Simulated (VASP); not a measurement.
# TiC (Fm-3m) in VASP: further runs

Runs on TiC. Level: PBEsol. Tasks: single point, relaxation of cell and atoms.

All numbers are computed with VASP 6.6.1; they aren't measurements. Logs are shortened: lines on timing, memory, paths and dates and some standing lists are left out, and cuts for length are marked.

### Step 1. The cell of the first run

It takes space group Fm-3m (No. 225, cubic). The conventional cell has a = 4.244 Å, b = 4.244 Å, c = 4.244 Å, α = 90.00°, β = 90.00°, γ = 90.00°. Within 2.8 Å of Ti (site symmetry m-3m) lie 6 C at 2.12 Å. C (site symmetry m-3m) has 6 Ti at 2.12 Å within 2.8 Å.

### Step 2. Single point, PBEsol

INCAR reads:

```
SYSTEM = TiC
PREC = Accurate
ENCUT = 520
EDIFF = 1E-6
ISMEAR = -1
SIGMA = 0.05
LREAL = .FALSE.
LASPH = .TRUE.
NELM = 60
ALGO = Normal
ISIF = 2
LWAVE = .FALSE.
LCHARG = .TRUE.
GGA = PS
LELF = .TRUE.
LVHAR = .TRUE.
NBANDS = 15
```

KPOINTS reads:

```
regular mesh
0
G
  11 11 11
  0 0 0
```

POSCAR reads:

```
TiC
1.0
    0.0000000000      2.1218727263      2.1218727263
    2.1218727263      0.0000000000      2.1218727263
    2.1218727263      2.1218727263      0.0000000000
Ti C
1 1
Direct
    0.0000000000      0.0000000000      0.0000000000
    0.5000000000      0.5000000000      0.5000000000
```

Potentials or basis: VASP PAW PBE potentials, release 64 (Ti_sv, C).

Run with:

```
$ cat potpaw_PBE.64/Ti_sv/POTCAR potpaw_PBE.64/C/POTCAR > POTCAR
$ mpirun -np 1 vasp_std > vasp.out
```

OUTCAR:

```text
SYSTEM = TiC
   PREC = Accurate
   ENCUT = 520
   EDIFF = 1E-6
   ISMEAR = -1
   LREAL = .FALSE.
   LASPH = .TRUE.
   NELM = 60
   ISIF = 2
   GGA = PS

 ion  position               nearest neighbor table
   1  0.000  0.000  0.000-   2 2.12   2 2.12   2 2.12   2 2.12   2 2.12   2 2.12
   2  0.500  0.500  0.500-   1 2.12   1 2.12   1 2.12   1 2.12   1 2.12   1 2.12

  LATTYP: Found a face centered cubic cell.
 ALAT       =     4.2437454526

  Lattice vectors:

 A1 = (   0.0000000000,   2.1218727263,   2.1218727263)
 A2 = (   2.1218727263,   0.0000000000,   2.1218727263)
 A3 = (   2.1218727263,   2.1218727263,   0.0000000000)

Analysis of symmetry for initial positions (statically):
=====================================================================
 Subroutine PRICEL returns:
 Original cell was already a primitive cell.

 Routine SETGRP: Setting up the symmetry group for a
 face centered cubic supercell.

 Subroutine GETGRP returns: Found 48 space group operations
[... 9 lines left out ...]

 Routine SETGRP: Setting up the symmetry group for a
 face centered cubic supercell.

 Subroutine GETGRP returns: Found 48 space group operations
[... 11 lines left out ...]
                                     Primitive cell

  volume of cell :      19.1068

  direct lattice vectors                    reciprocal lattice vectors
     0.000000000  2.121872726  2.121872726    -0.235640901  0.235640901  0.235640901
     2.121872726  0.000000000  2.121872726     0.235640901 -0.235640901  0.235640901
     2.121872726  2.121872726  0.000000000     0.235640901  0.235640901 -0.235640901

  length of vectors
     3.000781187  3.000781187  3.000781187     0.408142012  0.408142012  0.408142012

  position of ions in fractional coordinates (direct lattice)
[... 8 lines left out ...]
----------------------------------------------------------------------------------------

 KPOINTS: regular mesh

Automatic generation of k-mesh.
 Grid dimensions read from file:
 generate k-points for:   11   11   11

 Generating k-lattice:

  Cartesian coordinates                     Fractional coordinates (reciprocal lattice)
    -0.021421900  0.021421900  0.021421900     0.090909091  0.000000000  0.000000000
     0.021421900 -0.021421900  0.021421900     0.000000000  0.090909091  0.000000000
     0.021421900  0.021421900 -0.021421900     0.000000000  0.000000000  0.090909091

  Length of vectors
     0.037103819  0.037103819  0.037103819

  Shift w.r.t. Gamma in fractional coordinates (k-lattice)
     0.000000000  0.000000000  0.000000000

 Subroutine IBZKPT returns following result:
 ===========================================

 Found     56 irreducible k-points:

 Following reciprocal coordinates:
            Coordinates               Weight
  0.000000  0.000000  0.000000      1.000000
  0.090909  0.000000  0.000000      8.000000
  0.181818  0.000000  0.000000      8.000000
  0.272727  0.000000  0.000000      8.000000
  0.363636  0.000000  0.000000      8.000000
  0.454545  0.000000  0.000000      8.000000
[... 16 lines left out ...]
 -0.272727  0.181818  0.000000     24.000000
 -0.181818  0.181818  0.000000     12.000000
 [... further k-points ...]
   k-points           NKPTS =     56   k-points in BZ     NKDIM =     56   number of bands    NBANDS=     15
   number of dos      NEDOS =    301   number of ions     NIONS =      2
   total plane-waves  NPLWV =  13824
   dimension x,y,z NGX =    24 NGY =   24 NGZ =   24
   dimension x,y,z NGXF=    48 NGYF=   48 NGZF=   48
   ions per type =               1   1
   NGX,Y,Z   is equivalent  to a cutoff of  13.30, 13.30, 13.30 a.u.
   NGXF,Y,Z  is equivalent  to a cutoff of  26.59, 26.59, 26.59 a.u.
 SYSTEM =  TiC
   PREC   = accura    normal or accurate (medium, high low for compatibility)
   ISTART =      0    job   : 0-new  1-cont  2-samecut
   ICHARG =      2    charge: 1-file 2-atom 10-const
   ISPIN  =      1    spin polarized calculation?
   LNONCOLLINEAR =      F non collinear calculations
   LSORBIT =      F    spin-orbit coupling
   LASPH  =      T    aspherical Exc in radial PAW
   ENCUT  =  520.0 eV  38.22 Ry    6.18 a.u.   5.58  5.58  5.58*2*pi/ulx,y,z
   NELM   =     60;   NELMIN=  2; NELMDL= -5     # of ELM steps
   EDIFF  = 0.1E-05   stopping-criterion for ELM
   LREAL  =      F    real-space projection
   EDIFFG = 0.1E-04   stopping-criterion for IOM
   NSW    =      0    number of steps for IOM
   IBRION =     -1    ionic relax: 0-MD 1-quasi-New 2-CG
   NFREE  =      0    steps in history (QN), initial steepest desc. (CG)
   ISIF   =      2    stress and relaxation
   ISYM   =      2    0-nonsym 1-usesym 2-fastsym
   POTIM  = 0.5000    time-step for ionic-motion
   TEBEG  =    0.0;   TEEND  =   0.0 temperature during run
   PSTRESS=    0.0 pullay stress
   NELECT =      16.0000    total number of electrons
   NUPDOWN=      -1.0000    fix difference up-down
   EMIN   =  10.00;   EMAX   =-10.00  energy-range for DOS
   EFERMI =   0.00;   METHOD = LEGACY
   ISMEAR =    -1;   SIGMA  =   0.05  broadening in eV -4-tet -1-fermi 0-gaus
   EFERMI_NEDOS =   21; number of points for ismear=-14 and -15
   IALGO  =     38    algorithm
   IMIX   =      4    mixing-type and parameters
     AMIX     =   0.40;   BMIX     =  1.00
     AMIX_MAG =   1.60;   BMIX_MAG =  1.00
  volume/ion in A,a.u.               =       9.55        64.47
  Fermi-wavevector in a.u.,A,eV,Ry     =   1.543070  2.915979 32.396337  2.381064
  Thomas-Fermi vector in A             =   2.648785
   LORBIT       =      0    0 simple, 1 ext, 2 COOP (PROOUT), +10 PAW based schemes
   GGA     = PS    functional components
   LHFCALC =     F    Hartree Fock is set to
   AEXX    =    0.0000 exact exchange contribution
   IVDW    =     0    specifies the selected vdW correction
   LEPSILON=     F    determine dielectric tensor
   LRPA    =     F    only Hartree local field effects (RPA)
 non-spin polarized calculation
  energy-cutoff  :      520.00
  volume of cell :       19.11
 maximum number of plane-waves:       532
   NGX = 11   NGY = 11   NGZ = 11

 number of electron      16.0000002 magnetization

 Free energy of the ion-electron system (eV)
  ---------------------------------------------------
  ext. energy  EPLUGINS =         0.00000000
  ---------------------------------------------------
  free energy    TOTEN  =       -19.78114338 eV

  energy without entropy =      -19.77854510  energy(sigma->0) =      -19.77984424

 E-fermi :  10.1052     XC(G=0): -13.1813

 val. band max:       10.0297434887   @ k =   0.4545   0.4545   0.0000
 cond. band min:      10.1836398918   @ k =   0.3636   0.2727   0.0000
 fundamental gap:      0.1538964031
 Fermi energy:        10.1052489094

 k-point     1 :       0.0000    0.0000    0.0000
  band No.  band energies     occupation
      1     -46.1157      2.00000
      2     -22.2054      2.00000
      3     -22.2054      2.00000
      4     -22.2054      2.00000
      5      -2.6126      2.00000
      6      10.7191      0.00001
      7      10.7191      0.00001
      8      10.7191      0.00001
      9      11.8234      0.00000
     10      11.8234      0.00000
     11      11.8234      0.00000
     12      11.8949      0.00000
     13      11.8949      0.00000
     14      21.4425      0.00000
     15      24.2092      0.00000

 k-point     2 :       0.0909    0.0000    0.0000
  band No.  band energies     occupation
      1     -46.1079      2.00000
      2     -22.2582      2.00000
      3     -22.2102      2.00000
      4     -22.2102      2.00000
      5      -2.4097      2.00000
      6       9.8722      1.98128
      7      10.1857      0.33364
      8      10.1857      0.33364
      9      11.0945      0.00000
     10      11.0945      0.00000
     11      12.2494      0.00000
     12      13.4566      0.00000
     13      13.4566      0.00000
     14      21.7504      0.00000
     15      24.3435      0.00000

 k-point     3 :       0.1818    0.0000    0.0000
  band No.  band energies     occupation
      1     -46.0870      2.00000
      2     -22.3976      2.00000
      3     -22.2229      2.00000
      4     -22.2229      2.00000
      5      -1.8295      2.00000
      6       8.3805      2.00000
      7       8.9826      2.00000
      8       8.9826      2.00000
      9      11.4658      0.00000
     10      11.4658      0.00000
     11      12.7308      0.00000
     12      15.1295      0.00000
     13      15.1295      0.00000
     14      22.1886      0.00000
     15      24.5322      0.00000

 k-point     4 :       0.2727    0.0000    0.0000
  band No.  band energies     occupation
      1     -46.0595      2.00000
      2     -22.5759      2.00000
      3     -22.2395      2.00000
      4     -22.2395      2.00000
      5      -0.9508      2.00000
      6       6.7703      2.00000
      7       8.0022      2.00000
      8       8.0022      2.00000
      9      12.0750      0.00000
     10      12.0750      0.00000
     11      13.2114      0.00000
     12      16.7052      0.00000
     13      16.7052      0.00000
     14      21.4606      0.00000
     15      25.3436      0.00000
[... 307 lines left out ...]
 k-point    22 :      -0.3636    0.1818    0.0000
  band No.  band energies     occupation
      1     -46.0098      2.00000
      2     -22.7420      2.00000
      3     -22.4051      2.00000
      4     -22.2793      2.00000
      5       0.7326      2.00000
      6       4.8210      2.00000
      7       7.0270      2.00000
      8       7.2100      2.00000
      9      12.7849      0.00000
     10      13.1889      0.00000
     11      14.1823      0.00000
     12      16.6418      0.00000
     13      18.5113      0.00000
     14      20.8246      0.00000
     15      24.6294      0.00000

 k-point    23 :      -0.2727    0.1818    0.0000
  band No.  band energies     occupation
      1     -46.0268      2.00000
      2     -22.6582      2.00000
      3     -22.3916      2.00000
      4     -22.2520      2.00000
      5       0.0572      2.00000
      6       5.5960      2.00000
      7       7.3367      2.00000
      8       7.3992      2.00000
      9      12.1818      0.00000
     10      13.2654      0.00000
     11      14.1203      0.00000
     12      15.6347      0.00000
     13      18.5963      0.00000
     14      21.5908      0.00000
     15      24.1837      0.00000

 k-point    24 :      -0.1818    0.1818    0.0000
  band No.  band energies     occupation
      1     -46.0502      2.00000
      2     -22.5549      2.00000
      3     -22.3420      2.00000
      4     -22.2292      2.00000
      5      -0.7460      2.00000
      6       6.6309      2.00000
      7       7.7239      2.00000
      8       7.9567      2.00000
      9      11.6608      0.00000
     10      12.9182      0.00000
     11      13.8643      0.00000
     12      14.8130      0.00000
     13      17.8664      0.00000
     14      22.4775      0.00000
     15      24.0238      0.00000

 [... further k-points ...]
[... 5 lines left out ...]
  --------------------------------------------------------------------------------------
  -------------------------------------------------------------------------------------
  Total        1.2029408      1.2029408      1.2029408      0.0000000     -0.0000000      0.0000000
  in kB      100.8711244    100.8711244    100.8711244      0.0000000     -0.0000000      0.0000000
  external PRESSURE =     100.8711244 kB  Pullay stress =       0.0000000 kB

 VOLUME and BASIS-vectors are now :
 -----------------------------------------------------------------------------
  energy-cutoff  :      520.00
  volume of cell :       19.11
      direct lattice vectors                 reciprocal lattice vectors
     0.000000000  2.121872726  2.121872726    -0.235640901  0.235640901  0.235640901
     2.121872726  0.000000000  2.121872726     0.235640901 -0.235640901  0.235640901
     2.121872726  2.121872726  0.000000000     0.235640901  0.235640901 -0.235640901

 POSITION                                       TOTAL-FORCE (eV/Angst)
 -----------------------------------------------------------------------------------
      0.00000      0.00000      0.00000         0.000000     -0.000000     -0.000000
      2.12187      2.12187      2.12187        -0.000000      0.000000      0.000000
 -----------------------------------------------------------------------------------
    total drift:                                0.000000     -0.000000     -0.000000

  FREE ENERGIE OF THE ION-ELECTRON SYSTEM (eV)
  ---------------------------------------------------
  free  energy   TOTEN  =       -19.7811433779 eV

  energy  without entropy=      -19.7785450998  energy(sigma->0) =      -19.77984424
```

Run time: 8.8 s. Hardware: 1 thread of Intel Xeon Platinum 8559C (Emerald Rapids), shared host; peak memory 0.14 GiB.

What came out:

| Quantity | Value |
| --- | --- |
| Free energy | -19.7811 eV |
| Pressure | 10.1 GPa |
| Band gap on the k mesh | zero (band 8 reaches 10.72 eV, above the bottom of band 9 at 9.62 eV) |

Caveat: the PAW data sets were made with another functional, which shifts forces and pressure a little.

### Step 3. Single point, PBEsol

This run uses another cell than the first one, of 9.26 Å³/atom, 0.970 times its volume.

INCAR reads:

```
SYSTEM = TiC
PREC = Accurate
ENCUT = 520
EDIFF = 1E-7
ISMEAR = -1
SIGMA = 0.05
LREAL = .FALSE.
LASPH = .TRUE.
NELM = 60
ALGO = Normal
ISIF = 2
LWAVE = .FALSE.
LCHARG = .FALSE.
GGA = PS
NBANDS = 15
```

KPOINTS is that of step 2.

POSCAR reads:

```
TiC
1.0
    0.0000000000      2.1002692803      2.1002692803
    2.1002692803      0.0000000000      2.1002692803
    2.1002692803      2.1002692803      0.0000000000
Ti C
1 1
Direct
    0.0000000000      0.0000000000      0.0000000000
    0.5000000000      0.5000000000      0.5000000000
```

Potentials or basis: VASP PAW PBE potentials, release 64 (Ti_sv, C).

Run with:

```
$ cat potpaw_PBE.64/Ti_sv/POTCAR potpaw_PBE.64/C/POTCAR > POTCAR
$ mpirun -np 1 vasp_std > vasp.out
```

It took 12 s on 1 thread of Intel Xeon Platinum 8559C (Emerald Rapids), shared host; peak memory 0.14 GiB.

The run converged. Its results:

```yaml
Free_energy: -19.7264 eV
Pressure: 20.2 GPa
Band_gap_on_the_k_mesh: zero (band 8 reaches 11.11 eV, above the bottom of band 9 at 10.00 eV)
```

Levels at points of the mesh, in eV from the Fermi level:
```csv
k point,band 6,band 7,band 8,band 9,band 10,band 11
"(0.00, 0.00, 0.00)",0.61,0.61,0.61,1.75,1.75,1.75
```

Caveat: the PAW data sets were made with another functional, which shifts forces and pressure a little.

### Step 4. Single point, PBEsol

This run uses another cell than the first one, of 9.89 Å³/atom, 1.035 times its volume.

INCAR reads:

```
SYSTEM = TiC
  ALGO = Normal
  EDIFF = 1E-6
  ENCUT = 520
  GGA = PS
  ISIF = 2
  ISMEAR = -1
  LASPH = .TRUE.
  LCHARG = .TRUE.
  LELF = .TRUE.
  LREAL = .FALSE.
  LVHAR = .TRUE.
  LWAVE = .FALSE.
  NBANDS = 15
  NELM = 80
  PREC = Accurate
  SIGMA = 0.05
```

KPOINTS reads:

```
k-points
0
G
  11 11 11
  0 0 0
```

POSCAR reads:

```
TiC
1.0
    0.0000000000      2.1465562527      2.1465562527
    2.1465562527      0.0000000000      2.1465562527
    2.1465562527      2.1465562527      0.0000000000
Ti C
1 1
Direct
    0.0000000000      0.0000000000      0.0000000000
    0.5000000000      0.5000000000      0.5000000000
```

Run with:

```
$ cat potpaw_PBE.64/Ti_sv/POTCAR potpaw_PBE.64/C/POTCAR > POTCAR
$ mpirun -np 1 vasp_std > vasp.out
```

It took 11 s on 1 thread of Intel Xeon Platinum 8559C (Emerald Rapids), shared host; peak memory 0.14 GiB.

It converged, with:

| Item | Value |
| --- | --- |
| Free energy | -19.8031 eV |
| Pressure | 0.3 GPa |
| Band gap on the k mesh | zero (band 8 reaches 10.29 eV, above the bottom of band 9 at 9.20 eV) |

Levels at points of the mesh, in eV from the Fermi level:
```tsv
k point	band 4	band 5	band 6	band 7	band 8	band 9	band 10	band 11	band 12	band 13
(0.00, 0.00, 0.00)	-32.43	-12.55	0.61	0.61	0.61	1.68	1.68	1.68	1.72	1.72
```

Caveat: the PAW data sets were made with another functional, which shifts forces and pressure a little.

### Step 5. Single point, PBEsol

This run uses another cell than the first one, of 9.72 Å³/atom, 1.017 times its volume.

INCAR reads:

```
SYSTEM = TiC
PREC = Accurate ; ENCUT = 520
EDIFF = 1E-6 ; ISMEAR = -1
SIGMA = 0.05 ; LREAL = .False.
LASPH = .True. ; NELM = 60
ALGO = Normal ; ISIF = 2
LWAVE = .False. ; LCHARG = .False.
GGA = PS ; NBANDS = 15
```

KPOINTS reads:

```
Automatic mesh
0
Gamma
  11 11 11
  0 0 0
```

POSCAR reads:

```
TiC
1.0
    0.0000000000      2.1337990419      2.1337990419
    2.1337990419      0.0000000000      2.1337990419
    2.1337990419      2.1337990419      0.0000000000
Ti C
1 1
Direct
    0.0000000000      0.0000000000      0.0000000000
    0.5000000000      0.5000000000      0.5000000000
```

Run with:

```
$ cat potpaw_PBE.64/Ti_sv/POTCAR potpaw_PBE.64/C/POTCAR > POTCAR
$ mpirun -np 1 vasp_std > vasp.out
```

Wall time 8.2 s (1 thread of Intel Xeon Platinum 8559C (Emerald Rapids), shared host); peak memory 0.14 GiB.

Results (log left out):

```
Free energy            : -19.7969 eV
Pressure               : 5.2 GPa
Band gap on the k mesh : zero (band 8 reaches 10.51 eV, above the bottom of band 9 at 9.42 eV)
```

Levels at points of the mesh, in eV from the Fermi level:
| k point | band 5 | band 6 | band 7 | band 8 | band 9 | band 10 | band 11 | band 12 |
| --- | --- | --- | --- | --- | --- | --- | --- | --- |
| (0.00, 0.00, 0.00) | -12.64 | 0.61 | 0.61 | 0.61 | 1.70 | 1.70 | 1.70 | 1.76 |

Caveat: the PAW data sets were made with another functional, which shifts forces and pressure a little.

[end of part 1 of 2]
